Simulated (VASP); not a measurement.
# B: single point with PBE

B:

```
B
1.0
     0.00000    1.65957    1.65957
     1.65957    0.00000    1.65957
     1.65957    1.65957    0.00000
B
2
Direct
  0.87500 0.87500 0.87500
  0.12500 0.12500 0.12500
```

This cell differs from its parent crystal: volume scaled by 0.55.

* Program: VASP 6.6.1
* Task: single point
* Functional: PBE
* Potentials or basis: VASP PAW PBE potentials, release 64 (B)
* Cutoff: 520 eV
* k mesh: 18 × 18 × 18
* Occupations: fermi-dirac, width 0.05 eV
* Spin: no spin polarisation

```
Pressure               : 295.1 GPa
Band gap on the k mesh : zero (band 3 reaches 16.04 eV, above the bottom of band 4 at 4.14 eV)
```

Levels at points of the mesh, in eV from the Fermi level:
```tsv
k point	band 1	band 2	band 3	band 4	band 5	band 6	band 7	band 8
(0.00, 0.00, 0.00)	-17.99	6.55	6.55	6.55	11.78	11.78	11.78	29.45
(0.50, 0.00, 0.00)	-11.46	-9.56	2.70	2.70	14.15	14.15	21.45	21.54
(0.50, 0.50, 0.00)	-7.95	-7.95	-2.45	-2.45	10.61	10.61	29.48	29.48
```

Wall time 12 s on 1 thread of Intel(R) Xeon(R) Platinum 8488C (Sapphire Rapids), on a shared host, peak memory 0.12 GiB.
